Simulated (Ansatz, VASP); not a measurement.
**One calculation of H5Pt, two programs**

```xyz
6
Lattice="3.7789 0.0000 0.0000 -1.8895 3.2726 0.0000 0.0000 0.0000 4.2408" Properties=species:S:1:pos:R:3 pbc="T T T"
H     1.8895    0.0000    0.0000
H    -0.9447    1.6363    0.0000
H     0.9447    1.6363    0.0000
H     0.0000    2.1818    2.1204
H     1.8895    1.0909    2.1204
Pt    0.0000    0.0000    0.0000
```

Alike in both runs: task relaxation of cell and atoms; functional PBE; k mesh 6 × 6 × 4; occupations gaussian, width 0.1 eV; no spin polarisation.

|  | VASP | Ansatz |
| --- | --- | --- |
| version | VASP 6.6.1 | Ansatz 0.2.0 |
| potentials or method | VASP PAW PBE potentials, release 64 (H, Pt), cutoff 600 eV | scalar-relativistic, plane waves, PAW |
| valence electrons in the cell | 15 | 23 |

Ansatz gave:

```
gap on the k mesh at the Fermi level, each at its own relaxed structure (eV) : none
relaxed volume (Å³/atom)                                                     : 9.56
relaxed length of the cell vector where the two differ most in proportion (Å)              : 5.588
```

**Question.** Which values does VASP return?

**Answer.** gap on the k mesh at the Fermi level, each at its own relaxed structure (eV): none; relaxed volume (Å³/atom): 9.46; relaxed length of the cell vector where the two differ most in proportion (Å): 5.528.

A gap of «none» marks a metal or a gap that the smearing closes. VASP's potentials hold 15 valence electrons a cell and Ansatz's 23, so a difference there can come from the potentials and not from the codes.

The k mesh is coarse, so the values compare programs but aren't converged. Neither program's run includes spin-orbit coupling.
